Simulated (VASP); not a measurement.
# Ca4AlO (F-43m) in VASP: a series of runs, part 2 of 2

VASP 6.6.1. The steps go on from the part before.

**5. Relaxation of cell and atoms, PBE**

This run uses another cell than the first one, of 30.48 Å³/atom.

File INCAR:

```
PREC = Accurate ; ENCUT = 600
EDIFF = 1E-7 ; ISMEAR = 0
SIGMA = 0.1 ; LREAL = F
LASPH = T ; NELM = 100
ALGO = Normal ; ISIF = 3
LWAVE = F ; LCHARG = F
GGA = PE ; IBRION = 2
NSW = 100 ; EDIFFG = -0.01
```

File KPOINTS:

```
regular mesh
0
Gamma
  8 8 8
```

File POSCAR:

```
Ca4AlO
1.0
    0.0000000000      4.5053545144      4.5053545144
    4.5053545144      0.0000000000      4.5053545144
    4.5053545144      4.5053545144      0.0000000000
Ca Al O
4 1 1
Direct
    0.3746198107      0.8761405678      0.3746198107
    0.3746198107      0.3746198107      0.3746198107
    0.8761405678      0.3746198107      0.3746198107
    0.3746198107      0.3746198107      0.8761405678
    0.0000000000      0.0000000000      0.0000000000
    0.7500000000      0.7500000000      0.7500000000
```

Potentials or basis: VASP PAW PBE potentials, release 64 (Ca_sv, Al, O).

Launch:

```
$ cat potpaw_PBE.64/Ca_sv/POTCAR potpaw_PBE.64/Al/POTCAR potpaw_PBE.64/O/POTCAR > POTCAR
$ mpirun -np 1 vasp_std > vasp.out
```

OUTCAR:

```text
PREC = Accurate
   ENCUT = 600
   EDIFF = 1E-7
   ISMEAR = 0
   LREAL = F
   LASPH = T
   NELM = 100
   ISIF = 3
   GGA = PE
   IBRION = 2
   NSW = 100
   EDIFFG = -0.01

 ion  position               nearest neighbor table
   1  0.375  0.876  0.375-
   2  0.375  0.375  0.375-
   3  0.876  0.375  0.375-
   4  0.375  0.375  0.876-
   5  0.000  0.000  0.000-
   6  0.750  0.750  0.750-

  LATTYP: Found a face centered cubic cell.
 ALAT       =     9.0107090288

  Lattice vectors:

 A1 = (   0.0000000000,   4.5053545144,   4.5053545144)
 A2 = (   4.5053545144,   0.0000000000,   4.5053545144)
 A3 = (   4.5053545144,   4.5053545144,   0.0000000000)

Analysis of symmetry for initial positions (statically):
=====================================================================
 Subroutine PRICEL returns:
 Original cell was already a primitive cell.

 Routine SETGRP: Setting up the symmetry group for a
 face centered cubic supercell.

 Subroutine GETGRP returns: Found 24 space group operations
 (whereof 24 operations were pure point group operations)
 out of a pool of 48 trial point group operations.

The static configuration has the point symmetry T_d .

Analysis of symmetry for dynamics (positions and initial velocities):
=====================================================================
 Subroutine PRICEL returns:
 Original cell was already a primitive cell.

 Routine SETGRP: Setting up the symmetry group for a
 face centered cubic supercell.

 Subroutine GETGRP returns: Found 24 space group operations
 (whereof 24 operations were pure point group operations)
 out of a pool of 48 trial point group operations.

The dynamic configuration has the point symmetry T_d .

 Subroutine INISYM returns: Found 24 space group operations
 (whereof 24 operations are pure point group operations),
 and found     1 'primitive' translations

----------------------------------------------------------------------------------------

[... 123 lines left out ...]
  Thomas-Fermi vector in A             =   2.190557
   LORBIT       =      0    0 simple, 1 ext, 2 COOP (PROOUT), +10 PAW based schemes
   GGA     = PE    functional components
   LHFCALC =     F    Hartree Fock is set to
   AEXX    =    0.0000 exact exchange contribution
   IVDW    =     0    specifies the selected vdW correction
   LEPSILON=     F    determine dielectric tensor
   LRPA    =     F    only Hartree local field effects (RPA)
 conjugate gradient relaxation of ions
 non-spin polarized calculation
 Gauss-broadening in eV      SIGMA  =   0.10
  energy-cutoff  :      600.00
  volume of cell :      182.90
 maximum number of plane-waves:      6134
 NGX is ok and might be reduce to    54
   NGX = 25   NGY = 25   NGZ = 25

--------------------------------------- Ionic step        1  -------------------------------------------

 number of electron      48.9999996 magnetization

 Free energy of the ion-electron system (eV)
  ---------------------------------------------------
  ext. energy  EPLUGINS =         0.00000000
  ---------------------------------------------------
  free energy    TOTEN  =       -13.04775754 eV

  energy without entropy =      -13.01203159  energy(sigma->0) =      -13.02989457

------------------------ aborting loop because EDIFF is reached ----------------------------------------

  FORCE on cell =-STRESS in cart. coord.  units (eV):
  Direction    XX          YY          ZZ          XY          YZ          ZX
  --------------------------------------------------------------------------------------
  -------------------------------------------------------------------------------------
  Total        0.4567165      0.4567165      0.4567165     -0.0000000     -0.0000000      0.0000000
  in kB        4.0007405      4.0007405      4.0007405     -0.0000000     -0.0000000      0.0000000
  external PRESSURE =       4.0007405 kB  Pullay stress =       0.0000000 kB
[... 67 lines left out ...]
--------------------------------------- Ionic step        3  -------------------------------------------

 number of electron      49.0000003 magnetization

 Free energy of the ion-electron system (eV)
  ---------------------------------------------------
  ext. energy  EPLUGINS =         0.00000000
  ---------------------------------------------------
  free energy    TOTEN  =       -13.05382553 eV

  energy without entropy =      -13.01785386  energy(sigma->0) =      -13.03583969

 E-fermi :   1.9598     XC(G=0):  -8.1086

 val. band max:        1.9401455422   @ k =   0.5000   0.5000   0.0000
 cond. band min:       1.9683768545   @ k =   0.5000   0.0000   0.0000
 fundamental gap:      0.0282313123
 Fermi energy:         1.9597756277

 k-point     1 :       0.0000    0.0000    0.0000
  band No.  band energies     occupation
      1     -39.7663      2.00000
      2     -39.6613      2.00000
      3     -39.6613      2.00000
      4     -39.6613      2.00000
      5     -21.2551      2.00000
      6     -20.9175      2.00000
[... 757 lines left out ...]
     28       3.1171      0.00000
     29       3.1960      0.00000

 [... further k-points ...]
[... 5 lines left out ...]
  --------------------------------------------------------------------------------------
  -------------------------------------------------------------------------------------
  Total        0.0051242      0.0051242      0.0051242     -0.0000000     -0.0000000     -0.0000000
  in kB        0.0437218      0.0437218      0.0437218     -0.0000000     -0.0000000     -0.0000000
  external PRESSURE =       0.0437218 kB  Pullay stress =       0.0000000 kB
[... 21 lines left out ...]
  FREE ENERGIE OF THE ION-ELECTRON SYSTEM (eV)
  ---------------------------------------------------
  free  energy   TOTEN  =       -13.0538255270 eV

  energy  without entropy=      -13.0178538565  energy(sigma->0) =      -13.03583969

 reached required accuracy - stopping structural energy minimisation
```

OSZICAR:

```text
N       E                     dE             d eps       ncg     rms          rms(c)
DAV:   1     0.517265047924E+03    0.51727E+03   -0.24937E+04  1682   0.168E+03
DAV:   2     0.368081829024E+02   -0.48046E+03   -0.47403E+03  1687   0.475E+02
DAV:   3    -0.107744328791E+02   -0.47583E+02   -0.45989E+02  2772   0.100E+02
[... 40 lines left out ...]
DAV:   9    -0.130538216746E+02    0.64522E-05   -0.20154E-05  2220   0.241E-02    0.834E-03
DAV:  10    -0.130538256056E+02   -0.39309E-05   -0.34987E-06  2256   0.805E-03    0.142E-03
DAV:  11    -0.130538259727E+02   -0.36717E-06   -0.47586E-07  1780   0.329E-03    0.152E-03
DAV:  12    -0.130538255954E+02    0.37735E-06   -0.14293E-07  1402   0.168E-03    0.255E-04
DAV:  13    -0.130538255270E+02    0.68404E-07   -0.16334E-08  1121   0.743E-04
   3 F= -.13053826E+02 E0= -.13035840E+02  d E =-.606798E-02
```

Run time: 19 min. Hardware: 1 thread of Oxide Virtual Turin-like, shared host; peak memory 0.51 GiB.

Results:

```yaml
Free_energy: -13.0538 eV
Relaxed_volume: 31.30 Å³/atom
Relaxed_cell: a = 6.428 Å, b = 6.428 Å, c = 6.428 Å, α = 60.00°, β = 60.00°, γ = 60.00°
Space_group_after_relaxing_to_0.1_Å: F-43m (No. 216)
Energy_gained_by_relaxing: 1.0 meV/atom
Ionic_steps: 3
Pressure_after_relaxing: 0.0 GPa
Largest_force_after_relaxing: 0.003 eV/Å
Band_gap_on_the_k_mesh: zero (an odd number of electrons rules out a gap without spin polarisation)
```

Forces on the atoms (eV/Å):
```
Ca   0.002 -0.002  0.002
Ca  -0.002 -0.002 -0.002
Ca  -0.002  0.002  0.002
Ca   0.002  0.002 -0.002
Al   0.000  0.000  0.000
O    0.000  0.000  0.000
```

The path:
| step | energy change (eV) | largest force (eV/Å) | pressure (GPa) | volume (Å³) |
| --- | --- | --- | --- | --- |
| 1 | 0.0000 | 0.0010 | 0.40 | 182.90 |
| 2 | -0.0040 | 0.0021 | 0.23 | 184.92 |
| 3 | -0.0061 | 0.0035 | 0.00 | 187.77 |

Final structure:
```cif
data_structure
_symmetry_space_group_name_H-M 'P 1'
_symmetry_Int_Tables_number 1
_cell_length_a 6.4276
_cell_length_b 6.4276
_cell_length_c 6.4276
_cell_angle_alpha 60.000
_cell_angle_beta 60.000
_cell_angle_gamma 60.000
_cell_volume 187.77
loop_
_atom_site_label
_atom_site_type_symbol
_atom_site_fract_x
_atom_site_fract_y
_atom_site_fract_z
_atom_site_occupancy
Ca1 Ca 0.37461 0.87616 0.37461 1
Ca2 Ca 0.37461 0.37461 0.37461 1
Ca3 Ca 0.87616 0.37461 0.37461 1
Ca4 Ca 0.37461 0.37461 0.87616 1
Al1 Al 0.00000 0.00000 0.00000 1
O1 O 0.75000 0.75000 0.75000 1
```

Caveat: an odd number of electrons without spin polarisation forces a metal; a magnetic or distorted state may lie lower.

**6. Summary**

```tsv
task	spin	cell	k mesh	cutoff (eV)	gap on the mesh (eV)	pressure (GPa)	moment (μB)
single point	off	a = 6.424 Å, angles 60.0°, 6 atoms, atomic positions A	8 × 8 × 8	520	none	0.0	-
single point	collinear, ferromagnetic start	a = 5.610 Å, angles 60.0°, 6 atoms, atomic positions B	4 × 4 × 4	520	none	12.9	0.78
single point	collinear, ferromagnetic start	a = 6.372 Å, angles 60.0°, 6 atoms, atomic positions A	4 × 4 × 4	520	none	0.4	0.00
relaxation of cell and atoms	off	relaxed from a = 6.372 Å, angles 60.0°, 6 atoms, atomic positions A	8 × 8 × 8	600	none	0.0	-
```

Alike in all rows: level PBE; potentials or basis VASP PAW PBE potentials, release 64 (Ca_sv, Al, O); smearing gaussian 0.1 eV.

Caveats: an odd number of electrons without spin polarisation forces a metal (at least some runs); a magnetic or distorted state may lie lower (at least some runs); the cell stands under pressure (at least some runs); forces of over 1 eV/Å act on the atoms, so gaps and moduli don't describe the material at rest (at least some runs).

Total energies depend on the potentials used, so only differences within one code and one set of settings carry meaning.
